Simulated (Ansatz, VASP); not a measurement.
## Two plane-wave programs on TiO

The input INCAR:

```
SYSTEM = TiO
PREC = Accurate
ENCUT = 520
EDIFF = 1E-6
ISMEAR = 0
SIGMA = 0.15
LREAL = .FALSE.
LASPH = .TRUE.
NELM = 100
ALGO = Normal
ISIF = 2
LWAVE = .FALSE.
LCHARG = .FALSE.
GGA = PS
NBANDS = 36
```

File KPOINTS:

```
regular mesh
0
G
  12 12 12
  0 0 0
```

The input POSCAR:

```
TiO
1.0
    4.0335084229      0.0000000000      0.0000000000
    0.0000000000      4.0335084229      0.0000000000
    0.0000000000      0.0000000000      4.0335084229
Ti O
3 3
Direct
    0.5000000000      0.5000000000      0.0000000000
    0.0000000000      0.5000000000      0.5000000000
    0.5000000000      0.0000000000      0.5000000000
    0.0247923122      0.5000000000      0.0000000000
    0.5247923122      0.0000000000      0.0000000000
    0.0247923122      0.0000000000      0.5000000000
```

Input for Ansatz:

```yaml
crystal:
  lattice:
    - [4.0335084229, 0.0, 0.0]
    - [0.0, 4.0335084229, 0.0]
    - [0.0, 0.0, 4.0335084229]
  atoms:
    - { symbol: Ti, position: [0.5, 0.5, 0.0] }
    - { symbol: Ti, position: [0.0, 0.5, 0.5] }
    - { symbol: Ti, position: [0.5, 0.0, 0.5] }
    - { symbol: O, position: [0.0247923122, 0.5, 0.0] }
    - { symbol: O, position: [0.5247923122, 0.0, 0.0] }
    - { symbol: O, position: [0.0247923122, 0.0, 0.5] }
basis:
  ecutwfc: 420
kpoints:
  mp_grid: { grid: [12, 12, 12] }
hamiltonian:
  xc: pbesol
scf:
  occupations: { method: gaussian, width: 0.15 }
output:
  forces: true
  stress: true
  eigenvalues: true
```

Change from the starting cell: all O atoms moved -0.100 Å, as atom 4 towards its neighbour atom 1 (Ti) at 2.017 Å.

Alike in both runs: task single point; functional PBEsol; k mesh 12 × 12 × 12; occupations gaussian, width 0.15 eV; no spin polarisation.

```csv
,VASP,Ansatz
version,VASP 6.6.1,Ansatz 0.2.0
potentials or method,"VASP PAW PBE potentials, release 64 (Ti_sv, O), cutoff 520 eV","scalar-relativistic, plane waves, PAW"
valence electrons in the cell,54,54
```

Ansatz gave:

| Item | Value |
| --- | --- |
| gap on the k mesh at the Fermi level (eV) | none |
| pressure (GPa) | 1.2 |
| traceless stress, the component that is largest in VASP (GPa) | 1.16 |
| rms of the force components (eV/Å) | 0.539 |

Question: Which values does VASP return?

Answer: gap on the k mesh at the Fermi level (eV): none; pressure (GPa): 1.7; traceless stress, the component that is largest in VASP (GPa): 1.21; rms of the force components (eV/Å): 0.552.

VASP's potentials were made for PBE, not for PBEsol. Atom by atom the forces differ by 0.014 eV/Å (rms over components). A gap of «none» marks a metal or a gap that the smearing closes. The functional is the same, so the differences come from potentials, cutoffs and numerics.
